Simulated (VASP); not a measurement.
CdTe: single point with r2SCAN

Crystal: CdTe.

```
CELL_PARAMETERS angstrom
0.00000 2.79983 4.19974
2.79983 0.00000 4.19974
2.79983 2.79983 0.00000
ATOMIC_POSITIONS crystal
Cd 0.00000 0.00000 0.00000
Te 0.75000 0.75000 0.75000
```

This cell differs from its parent crystal: ratio of the length along z to the lengths across it x 1.5, volume and fractional coordinates fixed.

| Quantity | Value |
| --- | --- |
| Program | VASP 6.6.1 |
| Task | single point |
| Functional | r2SCAN |
| Potentials or basis | VASP PAW PBE potentials, release 64 (Cd, Te) |
| Cutoff | 520 eV |
| k mesh | 8 × 8 × 8 |
| Occupations | gaussian, width 0.05 eV |
| Spin | no spin polarisation |
| Dipole correction | no |
| Further INCAR settings | ALGO = Normal; EDIFF = 1e-06; NBANDS = 16 |

```json
{
 "Pressure": "1.2 GPa",
 "Band gap on the k mesh": "zero (bands 9 and 10 overlap by 0.09 eV)"
}
```

Stress tensor (GPa, compression positive):
```
 5.86  0.00  0.00
 0.00  5.86  0.00
 0.00  0.00 -8.03
```

Levels at points of the mesh, in eV from the Fermi level:
| k point | band 7 | band 8 | band 9 | band 10 | band 11 | band 12 |
| --- | --- | --- | --- | --- | --- | --- |
| (0.00, 0.00, 0.00) | -2.59 | -0.75 | -0.12 | -0.12 | 4.88 | 4.88 |
| (0.50, 0.00, 0.00) | -5.21 | -2.76 | -0.18 | 0.06 | 5.32 | 6.18 |
| (0.50, 0.50, 0.00) | -6.37 | -1.19 | -1.19 | 3.69 | 4.08 | 6.27 |
| (0.50, 0.00, 0.50) | -4.33 | -3.29 | -2.72 | 1.21 | 1.54 | 5.81 |

Run time: 110 s on 1 thread of Intel(R) Xeon(R) 6975P-C (Granite Rapids), with other jobs on the host, peak memory 0.26 GiB.

Caveat: the stress differs along the axes, from -8 to 6 GPa; semilocal functionals underestimate gaps, and a narrow one can read as zero; the PAW data sets were made with another functional, which shifts forces and pressure a little; spin-orbit coupling is left out, which moves the levels of the heavy elements.
